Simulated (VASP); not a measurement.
# ZrS2 (P-3m1) in VASP: a series of runs, part 2 of 2

VASP 6.6.1. Earlier steps stand in the parts before.

**6. Single point, PBEsol**

File INCAR:

```
PREC     = Accurate       # precision mode
ENCUT    = 500            # plane-wave cutoff, eV
EDIFF    = 1E-6           # SCF threshold, eV
ISMEAR   = 1              # smearing method
SIGMA    = 0.2            # smearing width, eV
LREAL    = False          # projectors in reciprocal space
LASPH    = True           # aspherical terms in the spheres
NELM     = 120            # most SCF steps
ALGO     = Normal         # electronic algorithm
ISIF     = 2              # what is computed and relaxed
LWAVE    = False          # write WAVECAR
LCHARG   = True           # write CHGCAR
GGA      = PS             # functional
LELF     = True           # ELF
LVHAR    = True         
NBANDS   = 19             # bands
GGA_COMPAT= False
```

File KPOINTS:

```
Automatic mesh
0
Gamma
  6 6 4
```

File POSCAR:

```
ZrS2
1.0
    3.6743619272      0.0000000000      0.0000000000
   -1.8371809636      3.1820907716      0.0000000000
    0.0000000000      0.0000000000      5.8571358081
Zr S
1 2
Direct
    0.0000000000      0.0000000000      0.0000000000
    0.6666666667      0.3333333333      0.7537648223
    0.3333333333      0.6666666667      0.2462351777
```

Potentials or basis: VASP PAW PBE potentials, release 64 (Zr_sv, S).

The run is started by

```console
$ cat potpaw_PBE.64/Zr_sv/POTCAR potpaw_PBE.64/S/POTCAR > POTCAR
$ mpirun -np 1 vasp_std > vasp.out
```

OUTCAR:

```text
PREC = Accurate
   ENCUT = 500
   EDIFF = 1E-6
   ISMEAR = 1
   LREAL = False
   LASPH = True
   NELM = 120
   ISIF = 2
   GGA = PS

 ion  position               nearest neighbor table
   1  0.000  0.000  0.000-   2 2.57   3 2.57   3 2.57   2 2.57   2 2.57   3 2.57
   2  0.667  0.333  0.754-   1 2.57   1 2.57   1 2.57
   3  0.333  0.667  0.246-   1 2.57   1 2.57   1 2.57

  LATTYP: Found a hexagonal cell.
 ALAT       =     3.6743619272
 C/A-ratio  =     1.5940552194

  Lattice vectors:

 A1 = (   3.6743619272,   0.0000000000,   0.0000000000)
 A2 = (  -1.8371809636,   3.1820907716,   0.0000000000)
 A3 = (   0.0000000000,   0.0000000000,   5.8571358081)

Analysis of symmetry for initial positions (statically):
=====================================================================
 Subroutine PRICEL returns:
 Original cell was already a primitive cell.

 Routine SETGRP: Setting up the symmetry group for a
 hexagonal supercell.

 Subroutine GETGRP returns: Found 12 space group operations
 (whereof 12 operations were pure point group operations)
 out of a pool of 24 trial point group operations.

The static configuration has the point symmetry D_3d.

Analysis of symmetry for dynamics (positions and initial velocities):
=====================================================================
 Subroutine PRICEL returns:
 Original cell was already a primitive cell.

 Routine SETGRP: Setting up the symmetry group for a
 hexagonal supercell.

 Subroutine GETGRP returns: Found 12 space group operations
 (whereof 12 operations were pure point group operations)
 out of a pool of 24 trial point group operations.

The dynamic configuration has the point symmetry D_3d.
[... 112 lines left out ...]
   NUPDOWN=      -1.0000    fix difference up-down
   EMIN   =  10.00;   EMAX   =-10.00  energy-range for DOS
   EFERMI =   0.00;   METHOD = LEGACY
   ISMEAR =     1;   SIGMA  =   0.20  broadening in eV -4-tet -1-fermi 0-gaus
   EFERMI_NEDOS =   21; number of points for ismear=-14 and -15
   IALGO  =     38    algorithm
   IMIX   =      4    mixing-type and parameters
     AMIX     =   0.40;   BMIX     =  1.00
     AMIX_MAG =   1.60;   BMIX_MAG =  1.00
  volume/ion in A,a.u.               =      22.83       154.05
  Fermi-wavevector in a.u.,A,eV,Ry     =   1.154211  2.181143 18.125731  1.332204
  Thomas-Fermi vector in A             =   2.290849
   LORBIT       =      0    0 simple, 1 ext, 2 COOP (PROOUT), +10 PAW based schemes
   GGA     = PS    functional components
   LHFCALC =     F    Hartree Fock is set to
   AEXX    =    0.0000 exact exchange contribution
   IVDW    =     0    specifies the selected vdW correction
   LEPSILON=     F    determine dielectric tensor
   LRPA    =     F    only Hartree local field effects (RPA)
 non-spin polarized calculation
 Methfessel and Paxton  Order N= 1 SIGMA  =   0.20
  energy-cutoff  :      500.00
  volume of cell :       68.48
 maximum number of plane-waves:      1785
 NGX is ok and might be reduce to    28
   NGX = 13   NGY = 13   NGZ = 21

 number of electron      24.0000000 magnetization

 Free energy of the ion-electron system (eV)
  ---------------------------------------------------
  ext. energy  EPLUGINS =         0.00000000
  ---------------------------------------------------
  free energy    TOTEN  =       -22.53800382 eV

  energy without entropy =      -22.53937346  energy(sigma->0) =      -22.53846037

 E-fermi :   4.6499     XC(G=0):  -9.7542

 val. band max:        4.5802354238   @ k =   0.0000   0.0000   0.0000
 cond. band min:       5.3934531883   @ k =   0.5000   0.0000   0.5000
 fundamental gap:      0.8132177645
 Fermi energy:         4.6499107733

 k-point     1 :       0.0000    0.0000    0.0000
  band No.  band energies     occupation
      1     -44.3671      2.00000
      2     -22.4690      2.00000
      3     -22.3117      2.00000
      4     -22.3117      2.00000
      5      -8.1788      2.00000
      6      -6.6533      2.00000
[... 505 lines left out ...]
      6      -6.8593      2.00000
[... 11 lines left out ...]
     18      12.5846      0.00000
     19      13.0790      0.00000

------------------------ aborting loop because EDIFF is reached ----------------------------------------

  FORCE on cell =-STRESS in cart. coord.  units (eV):
  Direction    XX          YY          ZZ          XY          YZ          ZX
  --------------------------------------------------------------------------------------
  -------------------------------------------------------------------------------------
  Total       -0.9722551     -0.9722551     -0.3641985     -0.0000000     -0.0000000      0.0000000
  in kB      -22.7463131    -22.7463131     -8.5205767     -0.0000000     -0.0000000      0.0000000
  external PRESSURE =     -18.0044010 kB  Pullay stress =       0.0000000 kB

 VOLUME and BASIS-vectors are now :
 -----------------------------------------------------------------------------
  energy-cutoff  :      500.00
  volume of cell :       68.48
      direct lattice vectors                 reciprocal lattice vectors
     3.674361927  0.000000000  0.000000000     0.272156097  0.157129396  0.000000000
    -1.837180964  3.182090772  0.000000000     0.000000000  0.314258791  0.000000000
     0.000000000  0.000000000  5.857135808     0.000000000  0.000000000  0.170731913

 POSITION                                       TOTAL-FORCE (eV/Angst)
 -----------------------------------------------------------------------------------
      0.00000      0.00000      0.00000        -0.000000      0.000000      0.000000
      1.83718      1.06070      4.41490        -0.000000      0.000000      0.124713
     -0.00000      2.12139      1.44223         0.000000     -0.000000     -0.124713
 -----------------------------------------------------------------------------------
    total drift:                                0.000000      0.000000     -0.000000

  FREE ENERGIE OF THE ION-ELECTRON SYSTEM (eV)
  ---------------------------------------------------
  free  energy   TOTEN  =       -22.5380038243 eV

  energy  without entropy=      -22.5393734607  energy(sigma->0) =      -22.53846037
```

Wall time 19 s (1 thread of Intel Xeon 6975P-C (Granite Rapids), shared host); peak memory 0.19 GiB.

Results:

| Quantity | Value |
| --- | --- |
| Free energy | -22.5380 eV |
| Pressure | -1.8 GPa |
| Largest force | 0.125 eV/Å |
| Band gap on the k mesh | 0.81 eV, indirect (least direct gap 1.45 eV) |

Forces in eV/Å, atoms in the order of the input:
```
Zr   0.000  0.000  0.000
S    0.000  0.000  0.125
S    0.000  0.000 -0.125
```

Caveat: the PAW data sets were made with another functional, which shifts forces and pressure a little; this functional lacks dispersion, which binds the layers, so the pressure and a relaxed spacing across them are unreliable. Expect the measured gap to be larger: semilocal functionals such as PBEsol lack the derivative discontinuity.

**7. Summary**

```tsv
level	k mesh	smearing	gap on the mesh (eV)	pressure (GPa)	largest force (eV/Å)
PBEsol	2 × 2 × 2	gaussian 0.01 eV	0.53	1.6	0.62
PBE	6 × 6 × 2	gaussian 0.01 eV	0.88	1.4	0.03
PBEsol	6 × 6 × 4	gaussian 0.01 eV	0.81	-1.8	0.13
PBEsol	6 × 6 × 4	methfessel-paxton 0.2 eV	0.81	-1.8	0.12
```

Alike in all rows: task single point; potentials or basis VASP PAW PBE potentials, release 64 (Zr_sv, S); no spin polarisation; cell as given; cutoff (eV) 500.

Caveats: some runs use coarse meshes; this functional lacks dispersion, which binds the layers, so the pressure and a relaxed spacing across them are unreliable; the PAW data sets were made with another functional, which shifts forces and pressure a little (some runs).

Total energies depend on the potentials used, so only differences within one code and one set of settings carry meaning.
